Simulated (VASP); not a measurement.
# Mo (Fd-3m) in VASP: further runs

Mo is run at these levels: PBE; tasks: single point, relaxation of cell and atoms.

Program: VASP 6.6.1. These are calculated values, not measurements. Logs are shortened: lines on timing, memory, paths and dates and some standing lists are left out, and cuts for length are marked.

## (1) The cell of the first run

Symmetry: Fd-3m, No. 227, cubic system. The conventional cell has a = 5.838 Å, b = 5.838 Å, c = 5.838 Å, α = 90.00°, β = 90.00°, γ = 90.00°. Mo (site symmetry -43m) has 4 Mo at 2.53 Å within 3.3 Å.

## (2) Single point, PBE (volume scaled by 1.08)

INCAR reads:

```
SYSTEM = Mo
PREC     = Accurate       ! precision mode
ENCUT    = 520            ! plane-wave cutoff, eV
EDIFF    = 1E-6           ! SCF threshold, eV
ISMEAR   = -1             ! smearing method
SIGMA    = 0.1            ! smearing width, eV
LREAL    = .False.        ! projectors in reciprocal space
LASPH    = .True.         ! aspherical terms in the spheres
NELM     = 60             ! most SCF steps
ALGO     = Normal         ! electronic algorithm
ISIF     = 2              ! what is computed and relaxed
LWAVE    = .False.        ! write WAVECAR
LCHARG   = .False.        ! write CHGCAR
GGA      = PE             ! functional
NBANDS   = 21             ! bands
```

KPOINTS reads:

```
Automatic mesh
0
Gamma
  11 11 11
  0 0 0
```

POSCAR reads:

```
Mo
1.0
    0.0000000000      2.9190810164      2.9190810164
    2.9190810164      0.0000000000      2.9190810164
    2.9190810164      2.9190810164      0.0000000000
Mo
2
Direct
    0.1250000000      0.1250000000      0.1250000000
    0.8750000000      0.8750000000      0.8750000000
```

Potentials or basis: VASP PAW PBE potentials, release 64 (Mo_sv).

Run with:

```sh
cat potpaw_PBE.64/Mo_sv/POTCAR > POTCAR
mpirun -np 1 vasp_std > vasp.out
```

OUTCAR:

```text
SYSTEM = Mo
   PREC = Accurate
   ENCUT = 520
   EDIFF = 1E-6
   ISMEAR = -1
   LREAL = .False.
   LASPH = .True.
   NELM = 60
   ISIF = 2
   GGA = PE

 ion  position               nearest neighbor table
   1  0.125  0.125  0.125-   2 2.53   2 2.53   2 2.53   2 2.53
   2  0.875  0.875  0.875-   1 2.53   1 2.53   1 2.53   1 2.53

  LATTYP: Found a face centered cubic cell.
 ALAT       =     5.8381620328

  Lattice vectors:

 A1 = (   0.0000000000,   2.9190810164,   2.9190810164)
 A2 = (   2.9190810164,   0.0000000000,   2.9190810164)
 A3 = (   2.9190810164,   2.9190810164,   0.0000000000)

Analysis of symmetry for initial positions (statically):
=====================================================================
 Subroutine PRICEL returns:
 Original cell was already a primitive cell.

 Routine SETGRP: Setting up the symmetry group for a
 face centered cubic supercell.

 Subroutine GETGRP returns: Found 48 space group operations
 (whereof 12 operations were pure point group operations)
 out of a pool of 48 trial point group operations.

The static configuration has the point symmetry D_3d.
 The point group associated with its full space group is O_h .

Analysis of symmetry for dynamics (positions and initial velocities):
=====================================================================
 Subroutine PRICEL returns:
 Original cell was already a primitive cell.

 Routine SETGRP: Setting up the symmetry group for a
 face centered cubic supercell.

 Subroutine GETGRP returns: Found 48 space group operations
 (whereof 12 operations were pure point group operations)
 out of a pool of 48 trial point group operations.

The dynamic configuration has the point symmetry D_3d.
 The point group associated with its full space group is O_h .

 Subroutine INISYM returns: Found 48 space group operations
 (whereof 12 operations are pure point group operations),
 and found     1 'primitive' translations

----------------------------------------------------------------------------------------

                                     Primitive cell

  volume of cell :      49.7472

  direct lattice vectors                    reciprocal lattice vectors
     0.000000000  2.919081016  2.919081016    -0.171286784  0.171286784  0.171286784
     2.919081016  0.000000000  2.919081016     0.171286784 -0.171286784  0.171286784
     2.919081016  2.919081016  0.000000000     0.171286784  0.171286784 -0.171286784

  length of vectors
     4.128203963  4.128203963  4.128203963     0.296677413  0.296677413  0.296677413

  position of ions in fractional coordinates (direct lattice)
     0.125000000  0.125000000  0.125000000
     0.875000000  0.875000000  0.875000000

  ion indices of the primitive-cell ions
   primitive index   ion index
                 1           1
                 2           2

----------------------------------------------------------------------------------------

 KPOINTS: Automatic mesh

Automatic generation of k-mesh.
 Grid dimensions read from file:
 generate k-points for:   11   11   11

 Generating k-lattice:

  Cartesian coordinates                     Fractional coordinates (reciprocal lattice)
    -0.015571526  0.015571526  0.015571526     0.090909091  0.000000000  0.000000000
     0.015571526 -0.015571526  0.015571526     0.000000000  0.090909091  0.000000000
     0.015571526  0.015571526 -0.015571526     0.000000000  0.000000000  0.090909091

  Length of vectors
     0.026970674  0.026970674  0.026970674

  Shift w.r.t. Gamma in fractional coordinates (k-lattice)
     0.000000000  0.000000000  0.000000000

 Subroutine IBZKPT returns following result:
 ===========================================

 Found     56 irreducible k-points:

 Following reciprocal coordinates:
            Coordinates               Weight
  0.000000  0.000000  0.000000      1.000000
  0.090909  0.000000  0.000000      8.000000
  0.181818  0.000000  0.000000      8.000000
  0.272727  0.000000  0.000000      8.000000
  0.363636  0.000000  0.000000      8.000000
  0.454545  0.000000  0.000000      8.000000
[... 16 lines left out ...]
 -0.272727  0.181818  0.000000     24.000000
 -0.181818  0.181818  0.000000     12.000000
 [... further k-points ...]
   k-points           NKPTS =     56   k-points in BZ     NKDIM =     56   number of bands    NBANDS=     21
   number of dos      NEDOS =    301   number of ions     NIONS =      2
   total plane-waves  NPLWV =  32768
   dimension x,y,z NGX =    32 NGY =   32 NGZ =   32
   dimension x,y,z NGXF=    64 NGYF=   64 NGZF=   64
   ions per type =               2
   NGX,Y,Z   is equivalent  to a cutoff of  12.89, 12.89, 12.89 a.u.
   NGXF,Y,Z  is equivalent  to a cutoff of  25.77, 25.77, 25.77 a.u.
 SYSTEM =  Mo
   PREC   = accura    normal or accurate (medium, high low for compatibility)
   ISTART =      0    job   : 0-new  1-cont  2-samecut
   ICHARG =      2    charge: 1-file 2-atom 10-const
   ISPIN  =      1    spin polarized calculation?
   LNONCOLLINEAR =      F non collinear calculations
   LSORBIT =      F    spin-orbit coupling
   LASPH  =      T    aspherical Exc in radial PAW
   ENCUT  =  520.0 eV  38.22 Ry    6.18 a.u.   7.68  7.68  7.68*2*pi/ulx,y,z
   NELM   =     60;   NELMIN=  2; NELMDL= -5     # of ELM steps
   EDIFF  = 0.1E-05   stopping-criterion for ELM
   LREAL  =      F    real-space projection
   EDIFFG = 0.1E-04   stopping-criterion for IOM
   NSW    =      0    number of steps for IOM
   IBRION =     -1    ionic relax: 0-MD 1-quasi-New 2-CG
   NFREE  =      0    steps in history (QN), initial steepest desc. (CG)
   ISIF   =      2    stress and relaxation
   ISYM   =      2    0-nonsym 1-usesym 2-fastsym
   POTIM  = 0.5000    time-step for ionic-motion
   TEBEG  =    0.0;   TEEND  =   0.0 temperature during run
   PSTRESS=    0.0 pullay stress
   NELECT =      28.0000    total number of electrons
   NUPDOWN=      -1.0000    fix difference up-down
   EMIN   =  10.00;   EMAX   =-10.00  energy-range for DOS
   EFERMI =   0.00;   METHOD = LEGACY
   ISMEAR =    -1;   SIGMA  =   0.10  broadening in eV -4-tet -1-fermi 0-gaus
   EFERMI_NEDOS =   21; number of points for ismear=-14 and -15
   IALGO  =     38    algorithm
   IMIX   =      4    mixing-type and parameters
     AMIX     =   0.40;   BMIX     =  1.00
     AMIX_MAG =   1.60;   BMIX_MAG =  1.00
  volume/ion in A,a.u.               =      24.87       167.86
  Fermi-wavevector in a.u.,A,eV,Ry     =   1.351672  2.554290 24.858083  1.827018
  Thomas-Fermi vector in A             =   2.479074
   LORBIT       =      0    0 simple, 1 ext, 2 COOP (PROOUT), +10 PAW based schemes
   GGA     = PE    functional components
[... 5 lines left out ...]
 non-spin polarized calculation
  energy-cutoff  :      520.00
  volume of cell :       49.75
 maximum number of plane-waves:      1363
   NGX = 15   NGY = 15   NGZ = 15

 number of electron      27.9999998 magnetization

 Free energy of the ion-electron system (eV)
  ---------------------------------------------------
  ext. energy  EPLUGINS =         0.00000000
  ---------------------------------------------------
  free energy    TOTEN  =       -17.38352715 eV

  energy without entropy =      -17.28241985  energy(sigma->0) =      -17.33297350

 E-fermi :   6.0126     XC(G=0): -10.4719

 val. band max:        6.0126046071   @ k =   0.3636   0.1818   0.0000
 cond. band min:       6.0343996999   @ k =  -0.3636   0.4545   0.0909
 fundamental gap:      0.0217950928
 Fermi energy:         6.0126426964

 k-point     1 :       0.0000    0.0000    0.0000
  band No.  band energies     occupation
      1     -54.3783      2.00000
      2     -53.8614      2.00000
      3     -28.7226      2.00000
      4     -28.7226      2.00000
      5     -28.7226      2.00000
      6     -27.8206      2.00000
[... 13 lines left out ...]
     20      17.1424      0.00000
     21      17.8712      0.00000

 k-point     2 :       0.0909    0.0000    0.0000
  band No.  band energies     occupation
      1     -54.3707      2.00000
      2     -53.8693      2.00000
      3     -28.7317      2.00000
      4     -28.7317      2.00000
      5     -28.7216      2.00000
      6     -27.8220      2.00000
[... 13 lines left out ...]
     20      16.4388      0.00000
     21      17.7509      0.00000

 k-point     3 :       0.1818    0.0000    0.0000
  band No.  band energies     occupation
      1     -54.3489      2.00000
      2     -53.8921      2.00000
      3     -28.7550      2.00000
      4     -28.7550      2.00000
      5     -28.7191      2.00000
      6     -27.8254      2.00000
[... 13 lines left out ...]
     20      15.3356      0.00000
     21      16.3443      0.00000

 k-point     4 :       0.2727    0.0000    0.0000
  band No.  band energies     occupation
      1     -54.3166      2.00000
      2     -53.9258      2.00000
      3     -28.7839      2.00000
      4     -28.7839      2.00000
      5     -28.7165      2.00000
      6     -27.8291      2.00000
[... 13 lines left out ...]
     20      13.4810      0.00000
     21      15.7991      0.00000

 k-point     5 :       0.3636    0.0000    0.0000
  band No.  band energies     occupation
      1     -54.2810      2.00000
      2     -53.9626      2.00000
      3     -28.8089      2.00000
      4     -28.8089      2.00000
      5     -28.7147      2.00000
      6     -27.8317      2.00000
[... 13 lines left out ...]
     20      11.7133      0.00000
     21      15.6042      0.00000

 k-point     6 :       0.4545    0.0000    0.0000
  band No.  band energies     occupation
      1     -54.2552      2.00000
      2     -53.9891      2.00000
      3     -28.8232      2.00000
      4     -28.8232      2.00000
      5     -28.7139      2.00000
      6     -27.8330      2.00000
[... 13 lines left out ...]
     20      10.5321      0.00000
     21      15.5366      0.00000

 k-point     7 :       0.0909    0.0909    0.0000
  band No.  band energies     occupation
      1     -54.3681      2.00000
      2     -53.8721      2.00000
      3     -28.7424      2.00000
      4     -28.7424      2.00000
      5     -28.7046      2.00000
      6     -27.8399      2.00000
[... 13 lines left out ...]
     20      16.3742      0.00000
     21      17.5455      0.00000
[... 291 lines left out ...]
      1     -54.2438      2.00000
      2     -54.0008      2.00000
      3     -28.8898      2.00000
      4     -28.8567      2.00000
      5     -28.5718      2.00000
      6     -27.9742      2.00000
[... 13 lines left out ...]
     20      11.1222      0.00000
     21      14.2169      0.00000

 k-point    21 :      -0.4545    0.1818    0.0000
  band No.  band energies     occupation
      1     -54.2249      2.00000
      2     -54.0201      2.00000
      3     -28.9084      2.00000
      4     -28.8542      2.00000
      5     -28.5675      2.00000
      6     -27.9766      2.00000
[... 13 lines left out ...]
     20      10.3325      0.00000
     21      13.7324      0.00000

 k-point    22 :      -0.3636    0.1818    0.0000
  band No.  band energies     occupation
      1     -54.2365      2.00000
      2     -54.0082      2.00000
      3     -28.9082      2.00000
      4     -28.8376      2.00000
      5     -28.5832      2.00000
      6     -27.9600      2.00000
[... 13 lines left out ...]
     20      10.8643      0.00000
     21      13.5580      0.00000

 k-point    23 :      -0.2727    0.1818    0.0000
  band No.  band energies     occupation
      1     -54.2689      2.00000
      2     -53.9750      2.00000
      3     -28.8874      2.00000
      4     -28.8112      2.00000
      5     -28.6153      2.00000
      6     -27.9280      2.00000
[... 13 lines left out ...]
     20      12.3048      0.00000
     21      13.7197      0.00000

 k-point    24 :      -0.1818    0.1818    0.0000
  band No.  band energies     occupation
      1     -54.3043      2.00000
      2     -53.9385      2.00000
      3     -28.8486      2.00000
      4     -28.7825      2.00000
      5     -28.6554      2.00000
      6     -27.8886      2.00000
[... 13 lines left out ...]
     20      14.0269      0.00000
     21      14.2565      0.00000

 [... further k-points ...]

------------------------ aborting loop because EDIFF is reached ----------------------------------------

  FORCE on cell =-STRESS in cart. coord.  units (eV):
  Direction    XX          YY          ZZ          XY          YZ          ZX
  --------------------------------------------------------------------------------------
  -------------------------------------------------------------------------------------
  Total       -2.0925672     -2.0925672     -2.0925672     -0.0000000     -0.0000000     -0.0000000
  in kB      -67.3940484    -67.3940484    -67.3940484     -0.0000000     -0.0000000     -0.0000000
  external PRESSURE =     -67.3940484 kB  Pullay stress =       0.0000000 kB

 VOLUME and BASIS-vectors are now :
 -----------------------------------------------------------------------------
  energy-cutoff  :      520.00
  volume of cell :       49.75
      direct lattice vectors                 reciprocal lattice vectors
     0.000000000  2.919081016  2.919081016    -0.171286784  0.171286784  0.171286784
     2.919081016  0.000000000  2.919081016     0.171286784 -0.171286784  0.171286784
     2.919081016  2.919081016  0.000000000     0.171286784  0.171286784 -0.171286784

 POSITION                                       TOTAL-FORCE (eV/Angst)
 -----------------------------------------------------------------------------------
      0.72977      0.72977      0.72977         0.000000      0.000000      0.000000
      5.10839      5.10839      5.10839        -0.000000     -0.000000     -0.000000
 -----------------------------------------------------------------------------------
    total drift:                                0.000000      0.000000     -0.000000

  FREE ENERGIE OF THE ION-ELECTRON SYSTEM (eV)
  ---------------------------------------------------
  free  energy   TOTEN  =       -17.3835271527 eV

  energy  without entropy=      -17.2824198547  energy(sigma->0) =      -17.33297350
```

It took 23 s on 1 thread of Intel Xeon Platinum 8488C (Sapphire Rapids), shared host; peak memory 0.19 GiB.

What came out:

* Free energy: -17.3835 eV
* Pressure: -6.7 GPa
* Band gap on the k mesh: zero (band 14 reaches 6.28 eV, above the bottom of band 15 at 5.81 eV)

Levels at points of the mesh, in eV from the Fermi level:
| k point | band 10 | band 11 | band 12 | band 13 | band 14 | band 15 | band 16 | band 17 | band 18 | band 19 |
| --- | --- | --- | --- | --- | --- | --- | --- | --- | --- | --- |
| (0.00, 0.00, 0.00) | -1.89 | -1.89 | -1.20 | -1.20 | -1.20 | 1.24 | 1.24 | 1.24 | 3.99 | 3.99 |

Caveat: the cell differs from its parent crystal (volume scaled by 1.08).

## (3) Single point, PBE (volume scaled by 1.12)

INCAR reads:

```
SYSTEM = Mo
PREC = Accurate
ENCUT = 520
EDIFF = 1E-6
ISMEAR = -1
SIGMA = 0.1
LREAL = .False.
LASPH = .True.
NELM = 100
ALGO = Normal
ISIF = 2
LWAVE = .False.
LCHARG = .False.
GGA = PE
NBANDS = 21
```

KPOINTS reads:

```
regular mesh
0
Gamma
  11 11 11
  0 0 0
```

POSCAR reads:

```
Mo
1.0
    0.0000000000      2.9546830741      2.9546830741
    2.9546830741      0.0000000000      2.9546830741
    2.9546830741      2.9546830741      0.0000000000
Mo
2
Direct
    0.1250000000      0.1250000000      0.1250000000
    0.8750000000      0.8750000000      0.8750000000
```

Potentials or basis: VASP PAW PBE potentials, release 64 (Mo_sv).

Run with:

```sh
cat potpaw_PBE.64/Mo_sv/POTCAR > POTCAR
mpirun -np 1 vasp_std > vasp.out
```

Wall time 25 s (1 thread of Intel Xeon Platinum 8488C (Sapphire Rapids), shared host); peak memory 0.19 GiB.

It converged, with:

```yaml
Free_energy: -17.2913 eV
Pressure: -9.4 GPa
Band_gap_on_the_k_mesh: zero (band 14 reaches 5.92 eV, above the bottom of band 15 at 5.45 eV)
```

Levels at points of the mesh, in eV from the Fermi level:
```tsv
k point	band 12	band 13	band 14	band 15	band 16	band 17
(0.00, 0.00, 0.00)	-1.15	-1.15	-1.15	1.21	1.21	1.21
```

Caveat: the cell differs from its parent crystal (volume scaled by 1.12).

## (4) Relaxation of cell and atoms, PBE

This run uses another cell than the first one, of 21.04 Å³/atom, 0.846 times its volume.

INCAR reads:

```
ALGO = Normal ; EDIFF = 1E-6
EDIFFG = -0.01 ; ENCUT = 600
GGA = PE ; IBRION = 2
ISIF = 3 ; ISMEAR = -1
LASPH = True ; LCHARG = False
LREAL = False ; LWAVE = False
NELM = 100 ; NSW = 80
PREC = Accurate ; SIGMA = 0.1
```

KPOINTS reads:

```
k-points
0
Gamma
  10 10 10
```

POSCAR reads:

```
Mo
1.0
    0.0000000000      2.7608283082      2.7608283082
    2.7608283082      0.0000000000      2.7608283082
    2.7608283082      2.7608283082      0.0000000000
Mo
2
Direct
    0.1250000000      0.1250000000      0.1250000000
    0.8750000000      0.8750000000      0.8750000000
```

Run with:

```sh
cat potpaw_PBE.64/Mo_sv/POTCAR > POTCAR
mpirun -np 1 vasp_std > vasp.out
```

Run time: 2.2 min. Hardware: 1 thread of Intel Xeon Platinum 8488C (Sapphire Rapids), shared host; peak memory 0.2 GiB.

Results (log left out):

```yaml
Free_energy: -17.4569 eV
Relaxed_volume: 23.10 Å³/atom
Relaxed_cell: a = 4.028 Å, b = 4.028 Å, c = 4.028 Å, α = 60.00°, β = 60.00°, γ = 60.00°
Space_group_after_relaxing_to_0.05_Å: Fd-3m (No. 227)
Energy_gained_by_relaxing: 71.4 meV/atom
Ionic_steps: 19
Pressure_after_relaxing: 0.0 GPa
Band_gap_on_the_k_mesh: zero (band 14 reaches 7.05 eV, above the bottom of band 15 at 6.63 eV)
```

The path:
| step | energy change (eV) | largest force (eV/Å) | pressure (GPa) | volume (Å³) |
| --- | --- | --- | --- | --- |
| 1 | 0.0000 | 0.0000 | 12.03 | 42.09 |
| 2 | 0.0832 | 0.0000 | -10.41 | 52.47 |
| 3 | -0.1427 | 0.0000 | -0.29 | 46.34 |
| 4 | -0.1428 | 0.0000 | -0.11 | 46.23 |
| 5 | -0.1428 | 0.0000 | 0.11 | 46.14 |
| 6 | -0.1428 | 0.0000 | 0.18 | 46.14 |
| 7 | -0.1428 | 0.0000 | 0.16 | 46.14 |
| 8 | -0.1428 | 0.0000 | 0.16 | 46.14 |
| 9 | -0.1428 | 0.0000 | 0.16 | 46.14 |
| 10 | -0.1428 | 0.0000 | 0.16 | 46.14 |
| 11 | -0.1428 | 0.0000 | 0.16 | 46.14 |
| 12 | -0.1428 | 0.0000 | 0.16 | 46.14 |
| 13 | -0.1428 | 0.0000 | 0.16 | 46.14 |
| 14 | -0.1428 | 0.0000 | 0.17 | 46.15 |
| 15 | -0.1428 | 0.0000 | 0.18 | 46.15 |
| 16 | -0.1428 | 0.0000 | 0.15 | 46.15 |
| 17 | -0.1428 | 0.0000 | 0.13 | 46.16 |
| 18 | -0.1428 | 0.0000 | 0.10 | 46.17 |
| 19 | -0.1428 | 0.0000 | 0.04 | 46.20 |

Final structure:
```
Mo
1.0
     0.00000    2.84805    2.84805
     2.84805    0.00000    2.84805
     2.84805    2.84805    0.00000
Mo
2
Direct
  0.12500 0.12500 0.12500
  0.87500 0.87500 0.87500
```

Levels at points of the mesh, in eV from the Fermi level:
```tsv
k point	band 11	band 12	band 13	band 14	band 15	band 16	band 17	band 18
(0.00, 0.00, 0.00)	-2.17	-1.31	-1.31	-1.31	1.32	1.32	1.32	4.34
(0.50, 0.00, 0.00)	-1.92	-1.92	-1.56	-1.56	0.36	2.28	2.28	3.63
(0.50, 0.50, 0.00)	-1.51	-1.51	-0.02	-0.02	0.60	0.60	3.94	3.94
```

(Part 1 of 2 ends here.)
